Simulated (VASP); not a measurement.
A run of VASP 6.6.1 is set up as follows.

The input INCAR:

```
SYSTEM = Sb3S2
  PREC = Accurate
  ENCUT = 520
  EDIFF = 1E-6
  ISMEAR = 0
  SIGMA = 0.1
  LREAL = .False.
  LASPH = .True.
  NELM = 100
  ALGO = Normal
  ISIF = 2
  LWAVE = .False.
  LCHARG = .False.
  GGA = PE
  NBANDS = 22
```

KPOINTS

```
Automatic mesh
0
Gamma
  8 8 8
  0 0 0
```

The input POSCAR:

```
Sb3S2
1.0
    5.7747596655      0.0000000000      0.0000000000
    0.0000000000      5.7747596655      0.0000000000
    0.0000000000      0.0000000000      4.7582968273
Sb S
3 2
Direct
    0.5000000000      0.0000000000      0.5000000000
    0.0000000000      0.5000000000      0.5000000000
    0.0000000000      0.0000000000      0.5000000000
    0.5000000000      0.5000000000      0.2123302796
    0.5000000000      0.5000000000      0.7876697204
```

Potentials or basis: VASP PAW PBE potentials, release 64 (Sb, S).

Command:

```console
$ cat potpaw_PBE.64/Sb/POTCAR potpaw_PBE.64/S/POTCAR > POTCAR
$ mpirun -np 1 vasp_std > vasp.out
```

Question: Estimate the largest force.

Answer: 0.146 eV/Å.

Question: Estimate the pressure.

Answer: -0.1 GPa.

Stress tensor (GPa, compression positive):
```
-0.03  0.00  0.00
 0.00 -0.03  0.00
 0.00  0.00 -0.32
```
